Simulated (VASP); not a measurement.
Write the native input for VASP 6.6.1 that does the following.

* Task: single point
* Functional: PBE
* Potentials or basis: VASP PAW PBE potentials, release 64 (Sc_sv, Al)
* Cutoff: 520 eV
* k mesh: 7 × 7 × 7
* Occupations: gaussian, width 0.027 eV
* Spin: no spin polarisation
* Dipole correction: no
* Further INCAR settings: ALGO = Normal; EDIFF = 1e-06; NBANDS = 18

The structure of ScAl3 lies in POSCAR:

```
ScAl3
1.0
    4.0878065700      0.0000000000      0.0000000000
    0.0000000000      4.0878065700      0.0000000000
    0.0000000000      0.0000000000      4.0878065700
Sc Al
1 3
Direct
    0.0000000000      0.0000000000      0.0000000000
    0.5000000000      0.5000000000      0.0000000000
    0.0000000000      0.5000000000      0.5000000000
    0.5000000000      0.0000000000      0.5000000000
```

One way to write it, as run:

INCAR

```
SYSTEM = ScAl3
ALGO = Normal ; EDIFF = 1E-6
ENCUT = 520 ; GGA = PE
ISIF = 2 ; ISMEAR = 0
LASPH = .True. ; LCHARG = .False.
LREAL = .False. ; LWAVE = .False.
NBANDS = 18 ; NELM = 60
PREC = Accurate ; SIGMA = 0.027000000000000003
```

KPOINTS

```
k-points
0
Gamma
  7 7 7
  0 0 0
```

Potentials or basis: VASP PAW PBE potentials, release 64 (Sc_sv, Al).

Run with:

```bash
$ cat potpaw_PBE.64/Sc_sv/POTCAR potpaw_PBE.64/Al/POTCAR > POTCAR
$ mpirun -np 1 vasp_std > vasp.out
```

Results of the run:

```yaml
Pressure: 1.1 GPa
Band_gap_on_the_k_mesh: zero (band 10 reaches 8.28 eV, above the bottom of band 11 at 4.60 eV)
```

Wall time 36 s on 1 thread of Intel Xeon 8259CL (shared host), peak memory 0.17 GiB.
